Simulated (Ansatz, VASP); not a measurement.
One calculation of NiO2, two programs

```
Ni O
1.0
     2.68727    0.00000    0.00000
    -1.34364    2.32725    0.00000
     0.00000    0.00000    4.44582
Ni O
1 2
Direct
  0.00000 0.00000 0.50000
  0.66667 0.33333 0.69485
  0.33333 0.66667 0.30515
```

Alike in both runs: task single point; functional LDA; k mesh 12 × 12 × 6; occupations gaussian, width 0.05 eV; no spin polarisation.

```csv
,VASP,Ansatz
version,VASP 6.6.1,Ansatz 0.2.0
potentials or method,"VASP PAW LDA potentials, release 64 (Ni, O), cutoff 520 eV","scalar-relativistic, plane waves, PAW"
valence electrons in the cell,22,30
```

```tsv
	VASP	Ansatz	Ansatz less VASP
gap on the k mesh at the Fermi level (eV)	1.00	1.04	+0.034
least direct gap on the mesh (eV)	1.39	1.42	+0.030
rms of the force components (eV/Å)	1.066	1.012	-0.0538
```

LDA's correlation is that of Perdew and Zunger in VASP and of Perdew and Wang (1992) in Ansatz. Atom by atom the forces differ by 0.054 eV/Å (rms over components). VASP's potentials hold 22 valence electrons a cell and Ansatz's 30, so a difference there can come from the potentials and not from the codes.
